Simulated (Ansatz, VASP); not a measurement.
**ZrCu in VASP and in Ansatz**

INCAR

```
SYSTEM = ZrCu
PREC     = Accurate       ! precision mode
ENCUT    = 600            ! plane-wave cutoff, eV
EDIFF    = 1E-6           ! SCF threshold, eV
ISMEAR   = 0              ! smearing method
SIGMA    = 0.1            ! smearing width, eV
LREAL    = .FALSE.        ! projectors in reciprocal space
LASPH    = .TRUE.         ! aspherical terms in the spheres
NELM     = 100            ! most SCF steps
ALGO     = Normal         ! electronic algorithm
ISIF     = 3              ! what is computed and relaxed
LWAVE    = .FALSE.        ! write WAVECAR
LCHARG   = .FALSE.        ! write CHGCAR
GGA      = CA             ! functional
IBRION   = 2              ! ionic algorithm
NSW      = 100            ! ionic steps
EDIFFG   = -0.005         ! ionic threshold
```

The input KPOINTS:

```
regular mesh
0
G
  14 14 14
  0 0 0
```

The input POSCAR:

```
ZrCu
1.0
    3.2526642500      0.0000000000      0.0000000000
    0.0000000000      3.2526642500      0.0000000000
    0.0000000000      0.0000000000      3.2526642500
Zr Cu
1 1
Direct
    0.5000000000      0.5000000000      0.5000000000
    0.0000000000      0.0000000000      0.0000000000
```

Input for Ansatz:

```yaml
crystal:
  lattice:
    - [3.25266425, 0.0, 0.0]
    - [0.0, 3.25266425, 0.0]
    - [0.0, 0.0, 3.25266425]
  atoms:
    - { symbol: Zr, position: [0.5, 0.5, 0.5] }
    - { symbol: Cu, position: [0.0, 0.0, 0.0] }
basis:
  ecutwfc: 420
kpoints:
  mp_grid: { grid: [14, 14, 14] }
hamiltonian:
  xc: lda
scf:
  occupations: { method: gaussian, width: 0.1 }
output:
  forces: true
  stress: true
  eigenvalues: true
  write_density: true
  write_potential: true
  elf: true
  volumetric_format: npy
relax:
  adjacent_minimum: "off"
  f_tol: 0.005
  max_steps: 80
  cell: { stress_tol: 0.05 }
```

Alike in both runs: task relaxation of cell and atoms; functional LDA; k mesh 14 × 14 × 14; occupations gaussian, width 0.1 eV; no spin polarisation.

```csv
,VASP,Ansatz
version,VASP 6.6.1,Ansatz 0.2.0
potentials or method,"VASP PAW LDA potentials, release 64 (Zr_sv, Cu), cutoff 600 eV","scalar-relativistic, plane waves, PAW"
valence electrons in the cell,23,31
```

|  | VASP | Ansatz | Ansatz less VASP |
| --- | --- | --- | --- |
| gap on the k mesh at the Fermi level, each at its own relaxed structure (eV) | none | none | - |
| relaxed volume (Å³/atom) | 16.33 | 16.28 | -0.046 |
| relaxed length of the cell vector where the two differ most in proportion (Å) | 3.196 | 3.193 | -0.0030 |

LDA's correlation is that of Perdew and Zunger in VASP and of Perdew and Wang (1992) in Ansatz. A gap of «none» marks a metal or a gap that the smearing closes. VASP's potentials hold 23 valence electrons a cell and Ansatz's 31, so a difference there can come from the potentials and not from the codes.
